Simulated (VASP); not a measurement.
Write the native input for VASP 6.6.1 that does the following.

| Item | Value |
| --- | --- |
| Task | single point |
| Functional | PBE |
| Potentials or basis | VASP PAW PBE potentials, release 64 (Au) |
| Cutoff | 520 eV |
| k mesh | 1 × 1 × 13 |
| Occupations | gaussian, width 0.05 eV |
| Spin | no spin polarisation |
| Dipole correction | no |
| Further INCAR settings | ALGO = Normal; EDIFF = 1e-06; NBANDS = 90 |

The structure of Au lies in POSCAR:

```
Au
1.0
   15.2000000000      0.0000000000      0.0000000000
    0.0000000000     17.6000000000      0.0000000000
    0.0000000000      0.0000000000      4.1581133030
Au
14
Direct
    0.2948299357      0.5000000000      0.0000000000
    0.5683900214      0.5000000000      0.0000000000
    0.2948299357      0.3818717812      0.5000000000
    0.2948299357      0.6181282188      0.5000000000
    0.5683900214      0.3818717812      0.5000000000
    0.5683900214      0.6181282188      0.5000000000
    0.4316099786      0.2637435623      0.5000000000
    0.4316099786      0.5000000000      0.5000000000
    0.4316099786      0.7362564377      0.5000000000
    0.7051700643      0.5000000000      0.5000000000
    0.4316099786      0.3818717812      0.0000000000
    0.4316099786      0.6181282188      0.0000000000
    0.7051700643      0.3818717812      0.0000000000
    0.7051700643      0.6181282188      0.0000000000
```

These files were run (other wordings do the same):

INCAR

```
SYSTEM = Au
  PREC = Accurate
  ENCUT = 520
  EDIFF = 1E-6
  ISMEAR = 0
  SIGMA = 0.05
  LREAL = .FALSE.
  LASPH = .TRUE.
  NELM = 80
  ALGO = Normal
  ISIF = 2
  LWAVE = .FALSE.
  LCHARG = .TRUE.
  GGA = PE
  LELF = .TRUE.
  LVHAR = .TRUE.
  NBANDS = 90
```

KPOINTS

```
regular mesh
0
G
  1 1 13
  0 0 0
```

Potentials or basis: VASP PAW PBE potentials, release 64 (Au).

Command:

```console
$ cat potpaw_PBE.64/Au/POTCAR > POTCAR
$ mpirun -np 1 vasp_std > vasp.out
```

It gave:

| Item | Value |
| --- | --- |
| Largest force | 1.157 eV/Å |

It took 18 min on 1 thread of Intel(R) Xeon(R) 6975P-C (Granite Rapids), with other jobs on the host, peak memory 1.2 GiB.
